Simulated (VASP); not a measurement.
# Rb (I4/mmm) in VASP: a series of runs

Rb is run at these levels: PBEsol; tasks: single point.

Program: VASP 6.6.1. These are calculated values, not measurements. Logs are shortened: lines on timing, memory, paths and dates and some standing lists are left out, and cuts for length are marked.

## (1) The cell of the first run

It takes space group I4/mmm (No. 139, tetragonal). Conventional cell: a = 5.612 Å, b = 5.612 Å, c = 5.528 Å, α = 90.00°, β = 90.00°, γ = 90.00°.

## (2) Single point, PBEsol (strain +0.000 along x and y, -0.015 along z)

Contents of INCAR:

```
ALGO     = Fast           # electronic algorithm
EDIFF    = 1E-7           # SCF threshold, eV
ENCUT    = 520            # plane-wave cutoff, eV
GGA      = PS             # functional
ISIF     = 2              # what is computed and relaxed
ISMEAR   = 0              # smearing method
LASPH    = T              # aspherical terms in the spheres
LCHARG   = T              # write CHGCAR
LELF     = T              # ELF
LREAL    = F              # projectors in reciprocal space
LVHAR    = T            
LWAVE    = F              # write WAVECAR
NBANDS   = 10             # bands
NELM     = 60             # most SCF steps
PREC     = Accurate       # precision mode
SIGMA    = 0.15           # smearing width, eV
```

Contents of KPOINTS:

```
k-points
0
Gamma
  12 12 12
```

Contents of POSCAR:

```
Rb
1.0
   -2.8060000000      2.8060000000      2.7639100000
    2.8060000000     -2.8060000000      2.7639100000
    2.8060000000      2.8060000000     -2.7639100000
Rb
1
Direct
    0.0000000000      0.0000000000      0.0000000000
```

Potentials or basis: VASP PAW PBE potentials, release 64 (Rb_sv).

On the command line:

```bash
$ cat potpaw_PBE.64/Rb_sv/POTCAR > POTCAR
$ mpirun -np 1 vasp_std > vasp.out
```

OUTCAR:

```text
EDIFF = 1E-7
   ENCUT = 520
   GGA = PS
   ISIF = 2
   ISMEAR = 0
   LASPH = T
   LREAL = F
   NELM = 60
   PREC = Accurate

 ion  position               nearest neighbor table
   1  0.000  0.000  0.000-

  LATTYP: Found a body centered tetragonal cell.
 ALAT       =     5.6120000000
 C/A-ratio  =     0.9850000000

  Lattice vectors:

 A1 = (  -2.8060000000,   2.8060000000,   2.7639100000)
 A2 = (   2.8060000000,  -2.8060000000,   2.7639100000)
 A3 = (   2.8060000000,   2.8060000000,  -2.7639100000)

Analysis of symmetry for initial positions (statically):
=====================================================================
 Subroutine PRICEL returns:
 Original cell was already a primitive cell.

 Routine SETGRP: Setting up the symmetry group for a
 body centered tetragonal supercell.

 Subroutine GETGRP returns: Found 16 space group operations
 (whereof 16 operations were pure point group operations)
 out of a pool of 16 trial point group operations.

The static configuration has the point symmetry D_4h.

Analysis of symmetry for dynamics (positions and initial velocities):
=====================================================================
 Subroutine PRICEL returns:
 Original cell was already a primitive cell.

 Routine SETGRP: Setting up the symmetry group for a
 body centered tetragonal supercell.

 Subroutine GETGRP returns: Found 16 space group operations
 (whereof 16 operations were pure point group operations)
 out of a pool of 16 trial point group operations.

The dynamic configuration has the point symmetry D_4h.

 Subroutine INISYM returns: Found 16 space group operations
 (whereof 16 operations are pure point group operations),
 and found     1 'primitive' translations

----------------------------------------------------------------------------------------

                                     Primitive cell

  volume of cell :      87.0481

  direct lattice vectors                    reciprocal lattice vectors
    -2.806000000  2.806000000  2.763910000     0.000000000  0.178189594  0.180903141
     2.806000000 -2.806000000  2.763910000     0.178189594  0.000000000  0.180903141
     2.806000000  2.806000000 -2.763910000     0.178189594  0.178189594  0.000000000

  length of vectors
     4.835956006  4.835956006  4.835956006     0.253924157  0.253924157  0.251998140

  position of ions in fractional coordinates (direct lattice)
     0.000000000  0.000000000  0.000000000

  ion indices of the primitive-cell ions
   primitive index   ion index
                 1           1

----------------------------------------------------------------------------------------

 KPOINTS: k-points

Automatic generation of k-mesh.
 Grid dimensions read from file:
 generate k-points for:   12   12   12

 Generating k-lattice:

  Cartesian coordinates                     Fractional coordinates (reciprocal lattice)
     0.000000000  0.014849133  0.015075262     0.083333333  0.000000000  0.000000000
     0.014849133  0.000000000  0.015075262     0.000000000  0.083333333  0.000000000
     0.014849133  0.014849133  0.000000000     0.000000000  0.000000000  0.083333333

  Length of vectors
     0.021160346  0.021160346  0.020999845

  Shift w.r.t. Gamma in fractional coordinates (k-lattice)
     0.000000000  0.000000000  0.000000000

 Subroutine IBZKPT returns following result:
 ===========================================

 Found    163 irreducible k-points:

 Following reciprocal coordinates:
            Coordinates               Weight
  0.000000  0.000000  0.000000      1.000000
  0.083333  0.000000 -0.000000      8.000000
  0.166667  0.000000 -0.000000      8.000000
  0.250000  0.000000 -0.000000      8.000000
  0.333333  0.000000 -0.000000      8.000000
  0.416667  0.000000 -0.000000      8.000000
[... 16 lines left out ...]
  0.500000  0.166667 -0.000000     16.000000
 -0.416667  0.166667  0.000000     16.000000
 [... further k-points ...]
   k-points           NKPTS =    163   k-points in BZ     NKDIM =    163   number of bands    NBANDS=     10
   number of dos      NEDOS =    301   number of ions     NIONS =      1
   total plane-waves  NPLWV =  46656
   dimension x,y,z NGX =    36 NGY =   36 NGZ =   36
   dimension x,y,z NGXF=    72 NGYF=   72 NGZF=   72
   ions per type =               1
   NGX,Y,Z   is equivalent  to a cutoff of  12.38, 12.38, 12.38 a.u.
   NGXF,Y,Z  is equivalent  to a cutoff of  24.75, 24.75, 24.75 a.u.
 SYSTEM =  unknown system
   PREC   = accura    normal or accurate (medium, high low for compatibility)
   ISTART =      0    job   : 0-new  1-cont  2-samecut
   ICHARG =      2    charge: 1-file 2-atom 10-const
   ISPIN  =      1    spin polarized calculation?
   LNONCOLLINEAR =      F non collinear calculations
   LSORBIT =      F    spin-orbit coupling
   LASPH  =      T    aspherical Exc in radial PAW
   ENCUT  =  520.0 eV  38.22 Ry    6.18 a.u.   8.99  8.99  8.99*2*pi/ulx,y,z
   NELM   =     60;   NELMIN=  2; NELMDL= -5     # of ELM steps
   EDIFF  = 0.1E-06   stopping-criterion for ELM
   LREAL  =      F    real-space projection
   EDIFFG = 0.1E-05   stopping-criterion for IOM
   NSW    =      0    number of steps for IOM
   IBRION =     -1    ionic relax: 0-MD 1-quasi-New 2-CG
   NFREE  =      0    steps in history (QN), initial steepest desc. (CG)
   ISIF   =      2    stress and relaxation
   ISYM   =      2    0-nonsym 1-usesym 2-fastsym
   POTIM  = 0.5000    time-step for ionic-motion
   TEBEG  =    0.0;   TEEND  =   0.0 temperature during run
   PSTRESS=    0.0 pullay stress
   NELECT =       9.0000    total number of electrons
   NUPDOWN=      -1.0000    fix difference up-down
   EMIN   =  10.00;   EMAX   =-10.00  energy-range for DOS
   EFERMI =   0.00;   METHOD = LEGACY
   ISMEAR =     0;   SIGMA  =   0.15  broadening in eV -4-tet -1-fermi 0-gaus
   EFERMI_NEDOS =   21; number of points for ismear=-14 and -15
   IALGO  =     68    algorithm
   IMIX   =      4    mixing-type and parameters
     AMIX     =   0.40;   BMIX     =  1.00
     AMIX_MAG =   1.60;   BMIX_MAG =  1.00
  volume/ion in A,a.u.               =      87.05       587.43
  Fermi-wavevector in a.u.,A,eV,Ry     =   0.768368  1.452005  8.032735  0.590389
  Thomas-Fermi vector in A             =   1.869126
   LORBIT       =      0    0 simple, 1 ext, 2 COOP (PROOUT), +10 PAW based schemes
   GGA     = PS    functional components
   LHFCALC =     F    Hartree Fock is set to
   AEXX    =    0.0000 exact exchange contribution
   IVDW    =     0    specifies the selected vdW correction
   LEPSILON=     F    determine dielectric tensor
   LRPA    =     F    only Hartree local field effects (RPA)
 non-spin polarized calculation
 RMM-DIIS sequential band-by-band and
 Gauss-broadening in eV      SIGMA  =   0.15
  energy-cutoff  :      520.00
  volume of cell :       87.05
 maximum number of plane-waves:      2374
   NGX = 17   NGY = 17   NGZ = 17

 number of electron       9.0000000 magnetization

 Free energy of the ion-electron system (eV)
  ---------------------------------------------------
  ext. energy  EPLUGINS =         0.00000000
  ---------------------------------------------------
  free energy    TOTEN  =        -1.02908270 eV

  energy without entropy =       -1.01789383  energy(sigma->0) =       -1.02348827

 E-fermi :   0.0387     XC(G=0):  -5.6324

 val. band max:        0.0175740994   @ k =   0.5000   0.2500  -0.0000
 cond. band min:       0.0431452984   @ k =   0.2500   0.2500  -0.0000
 fundamental gap:      0.0255711990
 Fermi energy:         0.0387261901

 k-point     1 :       0.0000    0.0000    0.0000
  band No.  band energies     occupation
      1     -28.7878      2.00000
      2     -12.8300      2.00000
      3     -12.8300      2.00000
      4     -12.8300      2.00000
      5      -1.9902      2.00000
      6       3.7136      0.00000
      7       3.7934      0.00000
      8       3.7934      0.00000
      9       4.6879      0.00000
     10       4.7994      0.00000

 k-point     2 :       0.0833    0.0000   -0.0000
  band No.  band energies     occupation
      1     -28.7875      2.00000
      2     -12.8378      2.00000
      3     -12.8326      2.00000
      4     -12.8301      2.00000
      5      -1.9041      2.00000
      6       3.6248      0.00000
      7       3.6626      0.00000
      8       3.8393      0.00000
      9       4.5689      0.00000
     10       4.6992      0.00000

 k-point     3 :       0.1667    0.0000   -0.0000
  band No.  band energies     occupation
      1     -28.7865      2.00000
      2     -12.8588      2.00000
      3     -12.8395      2.00000
      4     -12.8302      2.00000
      5      -1.6518      2.00000
      6       3.1851      0.00000
      7       3.3533      0.00000
      8       4.0702      0.00000
      9       4.4944      0.00000
     10       4.6397      0.00000

 k-point     4 :       0.2500    0.0000   -0.0000
  band No.  band energies     occupation
      1     -28.7852      2.00000
      2     -12.8871      2.00000
      3     -12.8490      2.00000
      4     -12.8303      2.00000
      5      -1.2506      2.00000
      6       2.5476      0.00000
      7       3.0578      0.00000
      8       4.4542      0.00000
      9       4.5878      0.00000
     10       4.6452      0.00000

 k-point     5 :       0.3333    0.0000   -0.0000
  band No.  band energies     occupation
      1     -28.7839      2.00000
      2     -12.9150      2.00000
      3     -12.8584      2.00000
      4     -12.8305      2.00000
      5      -0.7309      2.00000
      6       1.9093      0.00000
      7       2.8167      0.00000
      8       4.6263      0.00000
      9       4.7584      0.00000
     10       4.9736      0.00000

 k-point     6 :       0.4167    0.0000   -0.0000
  band No.  band energies     occupation
      1     -28.7829      2.00000
      2     -12.9351      2.00000
      3     -12.8653      2.00000
      4     -12.8306      2.00000
      5      -0.1446      1.91617
      6       1.2946      0.00000
      7       2.6631      0.00000
      8       4.5054      0.00000
      9       4.9923      0.00000
     10       5.6049      0.00000
[... 183 lines left out ...]
 k-point    21 :       0.3333    0.1667   -0.0000
  band No.  band energies     occupation
      1     -28.7826      2.00000
      2     -12.9284      2.00000
      3     -12.8733      2.00000
      4     -12.8395      2.00000
      5       0.0859      0.65683
      6       1.3767      0.00000
      7       2.3064      0.00000
      8       4.2109      0.00000
      9       4.9075      0.00000
     10       5.4481      0.00000

 k-point    22 :       0.4167    0.1667   -0.0000
  band No.  band energies     occupation
      1     -28.7823      2.00000
      2     -12.9326      2.00000
      3     -12.8774      2.00000
      4     -12.8395      2.00000
      5       0.5464      0.00000
      6       0.9364      0.00000
      7       2.2477      0.00000
      8       4.0990      0.00000
      9       5.1960      0.00000
     10       5.2928      0.00000

 k-point    23 :       0.5000    0.1667   -0.0000
  band No.  band energies     occupation
      1     -28.7826      2.00000
      2     -12.9281      2.00000
      3     -12.8735      2.00000
      4     -12.8391      2.00000
      5       0.0679      0.78358
      6       1.3948      0.00000
      7       2.3034      0.00000
      8       4.2145      0.00000
      9       4.9149      0.00000
     10       5.4143      0.00000

 k-point    24 :      -0.4167    0.1667    0.0000
  band No.  band energies     occupation
      1     -28.7834      2.00000
      2     -12.9154      2.00000
      3     -12.8633      2.00000
      4     -12.8382      2.00000
      5      -0.5176      2.00000
      6       1.9388      0.00000
      7       2.4749      0.00000
      8       4.3966      0.00000
      9       4.6846      0.00000
     10       5.2777      0.00000

 [... further k-points ...]
[... 5 lines left out ...]
  --------------------------------------------------------------------------------------
  -------------------------------------------------------------------------------------
  Total       -0.0114309     -0.0114309     -0.0091938      0.0000000      0.0000000     -0.0000000
  in kB       -0.2103940     -0.2103940     -0.1692184      0.0000000      0.0000000     -0.0000000
  external PRESSURE =      -0.1966688 kB  Pullay stress =       0.0000000 kB

 VOLUME and BASIS-vectors are now :
 -----------------------------------------------------------------------------
  energy-cutoff  :      520.00
  volume of cell :       87.05
      direct lattice vectors                 reciprocal lattice vectors
    -2.806000000  2.806000000  2.763910000     0.000000000  0.178189594  0.180903141
     2.806000000 -2.806000000  2.763910000     0.178189594  0.000000000  0.180903141
     2.806000000  2.806000000 -2.763910000     0.178189594  0.178189594  0.000000000

 POSITION                                       TOTAL-FORCE (eV/Angst)
 -----------------------------------------------------------------------------------
      0.00000      0.00000      0.00000         0.000000     -0.000000     -0.000000
 -----------------------------------------------------------------------------------
    total drift:                               -0.000000     -0.000000      0.000000

  FREE ENERGIE OF THE ION-ELECTRON SYSTEM (eV)
  ---------------------------------------------------
  free  energy   TOTEN  =        -1.0290826990 eV

  energy  without entropy=       -1.0178938326  energy(sigma->0) =       -1.02348827
```

It took 5.1 min on 1 thread of AMD EPYC 7R13, shared host; peak memory 0.26 GiB.

What came out:

* Free energy: -1.0291 eV
* Pressure: 0.0 GPa

Caveat: the cell differs from its parent crystal (strain +0.000 along x and y, -0.015 along z); the PAW data sets were made with another functional, which shifts forces and pressure a little.

## (3) Single point, PBEsol (strain +0.000 along x and y, +0.015 along z)

Contents of INCAR:

```
  ALGO = Fast
  EDIFF = 1E-7
  ENCUT = 520
  GGA = PS
  ISIF = 2
  ISMEAR = 0
  LASPH = T
  LCHARG = F
  LREAL = F
  LWAVE = F
  NBANDS = 10
  NELM = 80
  PREC = Accurate
  SIGMA = 0.15
```

KPOINTS is that of step 2.

Contents of POSCAR:

```
Rb
1.0
   -2.8060000000      2.8060000000      2.8480900000
    2.8060000000     -2.8060000000      2.8480900000
    2.8060000000      2.8060000000     -2.8480900000
Rb
1
Direct
    0.0000000000      0.0000000000      0.0000000000
```

Potentials or basis: VASP PAW PBE potentials, release 64 (Rb_sv).

On the command line:

```bash
$ cat potpaw_PBE.64/Rb_sv/POTCAR > POTCAR
$ mpirun -np 1 vasp_std > vasp.out
```

It took 5 min on 1 thread of AMD EPYC 7R13, shared host; peak memory 0.27 GiB.

The run converged. Its results:

```
Free energy : -1.0281 eV
Pressure    : -0.1 GPa
```

Levels at points of the mesh, in eV from the Fermi level:
```csv
k point,band 3,band 4,band 5,band 6,band 7,band 8
"(0.00, 0.00, 0.00)",-12.89,-12.89,-1.99,3.68,3.68,3.75
"(0.50, 0.00, 0.00)",-12.92,-12.89,0.23,0.78,2.62,4.28
"(0.50, 0.50, 0.00)",-12.92,-12.89,0.26,0.82,2.54,4.33
"(0.50, 0.50, 0.50)",-12.96,-12.96,1.24,1.28,3.19,3.33
```

Caveat: the cell differs from its parent crystal (strain +0.000 along x and y, +0.015 along z); the PAW data sets were made with another functional, which shifts forces and pressure a little.
